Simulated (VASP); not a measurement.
# MoS2 in VASP: further runs, part 2 of 2

VASP 6.6.1. Earlier steps stand in the parts before.

## Step 4: Single point, PBEsol (atoms moved at random)

INCAR

```
SYSTEM = MoS2
  ALGO = Normal
  EDIFF = 1E-7
  ENCUT = 520
  GGA = PS
  ISIF = 2
  ISMEAR = -1
  LASPH = .True.
  LCHARG = .False.
  LREAL = .False.
  LWAVE = .False.
  NBANDS = 35
  NELM = 80
  PREC = Accurate
  SIGMA = 0.05
```

KPOINTS

```
k-points
0
Gamma
  10 10 2
  0 0 0
```

POSCAR

```
MoS2
1.0
    3.1845414560      0.0000000000      0.0000000000
   -1.5922707280      2.7578938003      0.0000000000
    0.0000000000      0.0000000000     21.6705347200
Mo S
2 4
Direct
    0.3438410000      0.6682370000      0.8509060000
    0.6779090000      0.3448030000      0.1484600000
    0.6706390000      0.3476130000      0.7784340000
    0.3315440000      0.6662970000      0.0773220000
    0.6510780000      0.3366750000      0.9236970000
    0.3289870000      0.6529680000      0.2183980000
```

Potentials or basis: VASP PAW PBE potentials, release 64 (Mo_sv, S).

Launch:

```
> cat potpaw_PBE.64/Mo_sv/POTCAR potpaw_PBE.64/S/POTCAR > POTCAR
> mpirun -np 1 vasp_std > vasp.out
```

OUTCAR:

```text
SYSTEM = MoS2
   EDIFF = 1E-7
   ENCUT = 520
   GGA = PS
   ISIF = 2
   ISMEAR = -1
   LASPH = .True.
   LREAL = .False.
   NELM = 80
   PREC = Accurate

 ion  position               nearest neighbor table
   1  0.344  0.668  0.851-   5 2.37   3 2.38   5 2.43   3 2.43   3 2.45   5 2.48
   2  0.678  0.345  0.148-   6 2.35   6 2.36   4 2.37   4 2.40   4 2.42   6 2.44
   3  0.671  0.348  0.778-   1 2.38   1 2.43   1 2.45
   4  0.332  0.666  0.077-   2 2.37   2 2.40   2 2.42
   5  0.651  0.337  0.924-   1 2.37   1 2.43   1 2.48
   6  0.329  0.653  0.218-   2 2.35   2 2.36   2 2.44

  LATTYP: Found a hexagonal cell.
 ALAT       =     3.1845414560
 C/A-ratio  =     6.8049152506

  Lattice vectors:

 A1 = (   3.1845414560,   0.0000000000,   0.0000000000)
 A2 = (  -1.5922707280,   2.7578938003,   0.0000000000)
 A3 = (   0.0000000000,   0.0000000000,  21.6705347200)

Analysis of symmetry for initial positions (statically):
=====================================================================
 Subroutine PRICEL returns:
 Original cell was already a primitive cell.
[... 180 lines left out ...]
 cond. band min:       2.8689278029   @ k =   0.4000   0.3000   0.0000
 fundamental gap:      1.3077318385
 Fermi energy:         2.1807075857

 k-point     1 :       0.0000    0.0000    0.0000
  band No.  band energies     occupation
      1     -59.5733      2.00000
      2     -59.5565      2.00000
      3     -33.7621      2.00000
      4     -33.7332      2.00000
      5     -33.5646      2.00000
      6     -33.5460      2.00000
[... 901 lines left out ...]
     34       5.3797      0.00000
     35       7.9967      0.00000

 [... further k-points ...]

------------------------ aborting loop because EDIFF is reached ----------------------------------------

  FORCE on cell =-STRESS in cart. coord.  units (eV):
  Direction    XX          YY          ZZ          XY          YZ          ZX
  --------------------------------------------------------------------------------------
  -------------------------------------------------------------------------------------
  Total       -2.1786486     -3.1387344     -0.6667472     -0.2202288      0.8638544      0.3847931
  in kB      -18.3401846    -26.4223282     -5.6127756     -1.8539188      7.2720533      3.2392447
  external PRESSURE =     -16.7917628 kB  Pullay stress =       0.0000000 kB

 VOLUME and BASIS-vectors are now :
 -----------------------------------------------------------------------------
  energy-cutoff  :      520.00
  volume of cell :      190.32
      direct lattice vectors                 reciprocal lattice vectors
     3.184541456  0.000000000  0.000000000     0.314016952  0.181297771  0.000000000
    -1.592270728  2.757893800  0.000000000     0.000000000  0.362595543  0.000000000
     0.000000000  0.000000000 21.670534720     0.000000000  0.000000000  0.046145608

 POSITION                                       TOTAL-FORCE (eV/Angst)
 -----------------------------------------------------------------------------------
      0.03096      1.84293     18.43959        -1.194417      0.395651      0.040924
      1.60981      0.95093      3.21721        -0.338368     -1.064274     -0.436083
      1.58218      0.95868     16.86908         0.416481     -0.306542      0.480573
     -0.00511      1.83758      1.67561         0.226690      0.355193     -0.141067
      1.53731      0.92851     20.01701         0.779153     -0.088391     -0.500337
      0.00797      1.80082      4.73280         0.110462      0.708363      0.555990
 -----------------------------------------------------------------------------------
    total drift:                               -0.000079     -0.000139      0.000222

  FREE ENERGIE OF THE ION-ELECTRON SYSTEM (eV)
  ---------------------------------------------------
  free  energy   TOTEN  =       -46.7369039213 eV

  energy  without entropy=      -46.7369037746  energy(sigma->0) =      -46.73690385
```

OSZICAR:

```text
N       E                     dE             d eps       ncg     rms          rms(c)
DAV:   1     0.432176961957E+03    0.43218E+03   -0.28119E+04  8552   0.130E+03
DAV:   2    -0.226765766393E+02   -0.45485E+03   -0.44150E+03  9229   0.328E+02
DAV:   3    -0.490306072270E+02   -0.26354E+02   -0.25895E+02  9080   0.716E+01
[... 17 lines left out ...]
DAV:  21    -0.467369013251E+02   -0.88545E-05   -0.22146E-07  6477   0.130E-03    0.124E-03
DAV:  22    -0.467369032210E+02   -0.18959E-05   -0.59891E-08  5395   0.942E-04    0.486E-04
DAV:  23    -0.467369036218E+02   -0.40078E-06   -0.11473E-08  5066   0.349E-04    0.256E-04
DAV:  24    -0.467369039022E+02   -0.28049E-06   -0.11408E-08  4960   0.237E-04    0.190E-04
DAV:  25    -0.467369039213E+02   -0.19079E-07   -0.15014E-09  4538   0.129E-04
   1 F= -.46736904E+02 E0= -.46736904E+02  d E =-.146714E-06
```

Wall time 9.4 min (1 thread of Intel Xeon 6975P-C (Granite Rapids), shared host); peak memory 0.66 GiB.

What came out:

```
Free energy            : -46.7369 eV
Largest force          : 1.259 eV/Å
Band gap on the k mesh : 1.31 eV (least direct gap 1.76 eV)
```

Forces on the atoms (eV/Å):
```
Mo  -1.194  0.396  0.041
Mo  -0.338 -1.064 -0.436
S    0.416 -0.307  0.481
S    0.227  0.355 -0.141
S    0.779 -0.088 -0.500
S    0.110  0.708  0.556
```

Caveat: the cell differs from its parent crystal (atoms moved at random); there is no dipole correction, which matters where the two faces differ; the PAW data sets were made with another functional, which shifts forces and pressure a little.

## Step 5: Relaxation of cell and atoms, PBEsol+U

This run uses another cell than the first one.

INCAR

```
SYSTEM = MoS2
  PREC = Accurate
  ENCUT = 600
  EDIFF = 1E-6
  ISMEAR = -1
  SIGMA = 0.05
  LREAL = .FALSE.
  LASPH = .TRUE.
  NELM = 150
  ALGO = Normal
  ISIF = 3
  LWAVE = .FALSE.
  LCHARG = .FALSE.
  LMAXMIX = 4
  LDAU = .TRUE.
  LDAUTYPE = 2
  LDAUL = 2 -1
  LDAUU = 1 0
  LDAUJ = 0 0
  LDAUPRINT = 1
  GGA = PS
  IBRION = 2
  NSW = 60
  EDIFFG = -0.01
```

KPOINTS

```
regular mesh
0
G
  10 10 2
  0 0 0
```

POSCAR

```
MoS2
1.0
    3.1845414560      0.0000000000      0.0000000000
   -1.5922707280      2.7578938003      0.0000000000
    0.0000000000      0.0000000000     21.6705347200
Mo S
2 4
Direct
    0.3333333333      0.6666666667      0.8511602300
    0.6666666667      0.3333333333      0.1488397700
    0.6666666667      0.3333333333      0.7796253900
    0.3333333333      0.6666666667      0.0772510000
    0.6666666667      0.3333333333      0.9227490000
    0.3333333333      0.6666666667      0.2203746100
```

Launch:

```
> cat potpaw_PBE.64/Mo_sv/POTCAR potpaw_PBE.64/S/POTCAR > POTCAR
> mpirun -np 1 vasp_std > vasp.out
```

Wall time 1.6 h (1 thread of Oxide Virtual Turin-like, shared host); peak memory 0.5 GiB.

Results (log left out):

```
Free energy                           : -44.4755 eV
Relaxed cell                          : a = 3.145 Å, b = 3.145 Å, c = 21.289 Å, α = 90.00°, β = 90.00°, γ = 120.00°
Space group after relaxing (to 0.1 Å) : P-3m1 (No. 164)
Energy gained by relaxing             : 5.4 meV/atom
Ionic steps                           : 29
Largest force after relaxing          : 0.007 eV/Å
Band gap on the k mesh                : 1.47 eV (least direct gap 2.00 eV)
```

Forces in eV/Å, atoms in the order of the input:
```
Mo   0.000  0.000 -0.005
Mo   0.000  0.000  0.005
S    0.000  0.000  0.001
S    0.000  0.000 -0.007
S    0.000  0.000  0.007
S    0.000  0.000 -0.001
```

The path:
| step | energy change (eV) | largest force (eV/Å) | pressure (GPa) | volume (Å³) |
| --- | --- | --- | --- | --- |
| 1 | 0.0000 | 0.0662 | -1.52 | 190.32 |
| 2 | 0.0093 | 0.5592 | 2.48 | 182.14 |
| 3 | -0.0232 | 0.2197 | 0.22 | 186.51 |
| 4 | -0.0281 | 0.0844 | -0.14 | 186.06 |
| 5 | -0.0294 | 0.0213 | -0.03 | 186.20 |
| 6 | -0.0295 | 0.0226 | -0.01 | 186.08 |
| 7 | -0.0297 | 0.0290 | 0.05 | 185.72 |
| 8 | -0.0300 | 0.0468 | 0.17 | 185.00 |
| 9 | -0.0297 | 0.0957 | 0.42 | 183.56 |
| 10 | -0.0300 | 0.0600 | 0.24 | 184.62 |
| 11 | -0.0300 | 0.0594 | 0.23 | 184.61 |
| 12 | -0.0300 | 0.0590 | 0.24 | 184.58 |
| 13 | -0.0301 | 0.0573 | 0.23 | 184.52 |
| 14 | -0.0302 | 0.0533 | 0.23 | 184.39 |
| 15 | -0.0305 | 0.0477 | 0.21 | 184.15 |
| 16 | -0.0309 | 0.0350 | 0.18 | 183.65 |
| 17 | -0.0315 | 0.0266 | 0.13 | 182.65 |
| 18 | -0.0315 | 0.0642 | 0.04 | 180.66 |
| 19 | -0.0317 | 0.0329 | 0.11 | 181.75 |
| 20 | -0.0316 | 0.0257 | 0.12 | 182.08 |
| 21 | -0.0319 | 0.0189 | 0.06 | 182.18 |
| 22 | -0.0321 | 0.0337 | -0.11 | 182.49 |
| 23 | -0.0321 | 0.0282 | -0.08 | 182.42 |
| 24 | -0.0321 | 0.0262 | -0.06 | 182.40 |
| 25 | -0.0322 | 0.0066 | -0.02 | 182.34 |
| 26 | -0.0322 | 0.0127 | 0.01 | 182.30 |
| 27 | -0.0322 | 0.0120 | 0.01 | 182.30 |
| 28 | -0.0322 | 0.0101 | 0.01 | 182.31 |
| 29 | -0.0322 | 0.0066 | 0.00 | 182.32 |

Final structure:
```xyz
6
Lattice="3.1447 0.0000 0.0000 -1.5723 2.7234 0.0000 0.0000 0.0000 21.2890" Properties=species:S:1:pos:R:3 pbc="T T T"
Mo    0.0000    1.8156   18.1334
Mo    1.5723    0.9078    3.1556
S     1.5723    0.9078   16.5732
S     0.0000    1.8156    1.5944
S     1.5723    0.9078   19.6947
S     0.0000    1.8156    4.7158
```

Levels at points of the mesh, in eV from the valence-band top:
| k point | band 23 | band 24 | band 25 | band 26 | band 27 | band 28 | band 29 | band 30 |
| --- | --- | --- | --- | --- | --- | --- | --- | --- |
| (0.00, 0.00, 0.00) | -1.78 | -1.75 | -0.61 | 0.00 | 2.53 | 2.53 | 2.54 | 2.54 |
| (0.50, 0.00, 0.00) | -1.28 | -1.21 | -1.05 | -1.01 | 2.05 | 2.07 | 2.49 | 2.61 |
| (0.00, 0.00, 0.50) | -1.78 | -1.75 | -0.61 | 0.00 | 2.53 | 2.53 | 2.54 | 2.54 |
| (0.50, 0.00, 0.50) | -1.28 | -1.21 | -1.05 | -1.01 | 2.05 | 2.07 | 2.49 | 2.61 |

Eigenvalues of the final occupation matrices:
```csv
site,spin,trace,eigenvalues
site 1 d,1,2.01,0.39 0.39 0.40 0.40 0.42
site 1 d,2,2.01,0.39 0.39 0.40 0.40 0.42
site 2 d,1,2.01,0.39 0.39 0.40 0.40 0.42
site 2 d,2,2.01,0.39 0.39 0.40 0.40 0.42
```

Caveat: there is no dipole correction, which matters where the two faces differ; the relaxation moved the vacuum too, so the length across it says nothing of the material; the PAW data sets were made with another functional, which shifts forces and pressure a little.

## Step 6: Relaxation of cell and atoms, PBEsol+U

This run uses another cell than the first one.

INCAR

```
SYSTEM = MoS2
PREC = Accurate ; ENCUT = 600
EDIFF = 1E-6 ; ISMEAR = -1
SIGMA = 0.05 ; LREAL = .False.
LASPH = .True. ; NELM = 150
ALGO = Normal ; ISIF = 3
LWAVE = .False. ; LCHARG = .False.
LMAXMIX = 4 ; LDAU = .True.
LDAUTYPE = 2 ; LDAUL = 2 -1
LDAUU = 3 0 ; LDAUJ = 0 0
LDAUPRINT = 1 ; GGA = PS
IBRION = 2 ; NSW = 60
EDIFFG = -0.01
```

KPOINTS

```
Automatic mesh
0
Gamma
  10 10 2
  0 0 0
```

POSCAR is that of step 5.

Potentials or basis: VASP PAW PBE potentials, release 64 (Mo_sv, S).

Launch:

```
> cat potpaw_PBE.64/Mo_sv/POTCAR potpaw_PBE.64/S/POTCAR > POTCAR
> mpirun -np 1 vasp_std > vasp.out
```

It took 65 min on 1 thread of Oxide Virtual Turin-like, shared host; peak memory 0.47 GiB.

Results (log left out):

```
Free energy                           : -39.6814 eV
Relaxed cell                          : a = 3.153 Å, b = 3.153 Å, c = 21.257 Å, α = 90.00°, β = 90.00°, γ = 120.00°
Space group after relaxing (to 0.1 Å) : P-3m1 (No. 164)
Energy gained by relaxing             : 3.5 meV/atom
Ionic steps                           : 16
Largest force after relaxing          : 0.009 eV/Å
Band gap on the k mesh                : 1.46 eV (least direct gap 1.94 eV)
```

Forces in eV/Å, atoms in the order of the input:
```
Mo   0.000  0.000  0.009
Mo   0.000  0.000 -0.009
S    0.000  0.000  0.000
S    0.000  0.000  0.009
S    0.000  0.000 -0.009
S    0.000  0.000  0.000
```

The path:
```csv
step,energy change (eV),largest force (eV/Å),pressure (GPa),volume (Å³)
1,0.0000,0.0863,-0.83,190.32
2,-0.0123,0.2086,0.92,185.80
3,-0.0158,0.1683,0.34,187.22
4,-0.0145,0.1708,-0.46,187.87
5,-0.0181,0.0221,-0.02,187.51
6,-0.0181,0.0249,-0.02,187.51
7,-0.0182,0.0235,-0.02,187.42
8,-0.0185,0.0212,-0.02,187.16
9,-0.0190,0.0156,-0.03,186.63
10,-0.0199,0.0194,-0.05,185.57
11,-0.0210,0.0324,-0.07,183.45
12,-0.0211,0.0403,0.08,182.88
13,-0.0211,0.0163,0.02,183.13
14,-0.0211,0.0159,-0.01,183.03
15,-0.0211,0.0133,0.01,183.06
16,-0.0211,0.0091,-0.03,183.05
```

Final structure:
```
CELL_PARAMETERS angstrom
3.15334 0.00000 0.00000
-1.57667 2.73087 0.00000
0.00000 0.00000 21.25691
ATOMIC_POSITIONS crystal
Mo 0.33333 0.66667 0.85178
Mo 0.66667 0.33333 0.14822
S 0.66667 0.33333 0.77818
S 0.33333 0.66667 0.07454
S 0.66667 0.33333 0.92546
S 0.33333 0.66667 0.22182
```

Levels at points of the mesh, in eV from the valence-band top:
```tsv
k point	band 23	band 24	band 25	band 26	band 27	band 28	band 29	band 30
(0.00, 0.00, 0.00)	-1.73	-1.73	-0.61	0.00	2.52	2.52	2.53	2.53
(0.50, 0.00, 0.00)	-1.31	-1.23	-1.07	-1.03	2.05	2.07	2.46	2.58
(0.00, 0.00, 0.50)	-1.73	-1.73	-0.61	0.00	2.52	2.52	2.53	2.53
(0.50, 0.00, 0.50)	-1.31	-1.23	-1.07	-1.03	2.05	2.07	2.46	2.58
```

Eigenvalues of the final occupation matrices:
| site | spin | trace | eigenvalues |
| --- | --- | --- | --- |
| site 1 d | 1 | 1.98 | 0.38 0.38 0.40 0.40 0.42 |
| site 1 d | 2 | 1.98 | 0.38 0.38 0.40 0.40 0.42 |
| site 2 d | 1 | 1.98 | 0.38 0.38 0.40 0.40 0.42 |
| site 2 d | 2 | 1.98 | 0.38 0.38 0.40 0.40 0.42 |

Caveat: there is no dipole correction, which matters where the two faces differ; the relaxation moved the vacuum too, so the length across it says nothing of the material; the PAW data sets were made with another functional, which shifts forces and pressure a little.

## Step 7: The runs side by side

```csv
task,level,potentials or basis,U,cell,cutoff (eV),gap on the mesh (eV),relaxed volume (Å³/atom),largest force (eV/Å)
single point,LDA+U,"VASP PAW LDA potentials, release 64 (Mo_sv, S)",Mo d U = 2.0 eV,"a = 3.121, b = 3.121, c = 21.354 Å, angles 90.0, 90.0, 120.0°, 6 atoms, atomic positions A",520,1.25,-,0.16
relaxation of cell and atoms,revPBE,"VASP PAW PBE potentials, release 64 (Mo_sv, S)",-,"relaxed from a = 3.185, b = 3.185, c = 21.671 Å, angles 90.0, 90.0, 120.0°, 6 atoms, atomic positions B",600,1.64,37.92,0.01
single point,PBEsol,"VASP PAW PBE potentials, release 64 (Mo_sv, S)",-,"a = 3.185, b = 3.185, c = 21.671 Å, angles 90.0, 90.0, 120.0°, 6 atoms, atomic positions C",520,1.31,-,1.26
relaxation of cell and atoms,PBEsol+U,"VASP PAW PBE potentials, release 64 (Mo_sv, S)",Mo d U = 1.0 eV,"relaxed from a = 3.185, b = 3.185, c = 21.671 Å, angles 90.0, 90.0, 120.0°, 6 atoms, atomic positions B",600,1.47,30.39,0.01
relaxation of cell and atoms,PBEsol+U,"VASP PAW PBE potentials, release 64 (Mo_sv, S)",Mo d U = 3.0 eV,"relaxed from a = 3.185, b = 3.185, c = 21.671 Å, angles 90.0, 90.0, 120.0°, 6 atoms, atomic positions B",600,1.46,30.51,0.01
```

Alike in all rows: no spin polarisation; k mesh 10 × 10 × 2; smearing fermi-dirac 0.05 eV.

Caveats: there is no dipole correction, which matters where the two faces differ; the PAW data sets were made with another functional, which shifts forces and pressure a little (at least some runs); the relaxation moved the vacuum too, so the length across it says nothing of the material (at least some runs); the volume moved by over 15 % at a fixed basis, so the end points are rough (at least some runs).

Total energies depend on the potentials used, so only differences within one code and one set of settings carry meaning.
